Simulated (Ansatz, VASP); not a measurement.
CaAs2: VASP beside Ansatz

```xyz
3
Lattice="4.5106 0.0000 0.0000 -2.2553 3.9063 0.0000 0.0000 0.0000 4.0678" Properties=species:S:1:pos:R:3 pbc="T T T"
Ca    0.0000    0.0000    0.0000
As    0.0000    2.6042    2.0339
As    2.2553    1.3021    2.0339
```

Alike in both runs: task relaxation of cell and atoms; functional PBE; k mesh 12 × 12 × 12; occupations gaussian, width 0.1 eV; no spin polarisation.

|  | VASP | Ansatz |
| --- | --- | --- |
| version | VASP 6.6.1 | Ansatz 0.2.0 |
| potentials or method | VASP PAW PBE potentials, release 64 (Ca_sv, As), cutoff 600 eV | scalar-relativistic, plane waves, PAW |
| valence electrons in the cell | 20 | 40 |

Ansatz gave:

```
gap on the k mesh at the Fermi level, each at its own relaxed structure (eV) : none
relaxed volume (Å³/atom)                                                     : 23.93
relaxed length of the cell vector where the two differ most in proportion (Å)              : 4.539
```

Problem. Which values does VASP return?

Solution. gap on the k mesh at the Fermi level, each at its own relaxed structure (eV): none; relaxed volume (Å³/atom): 24.01; relaxed length of the cell vector where the two differ most in proportion (Å): 4.543.

A gap of «none» marks a metal or a gap that the smearing closes. VASP's potentials hold 20 valence electrons a cell and Ansatz's 40, so a difference there can come from the potentials and not from the codes.
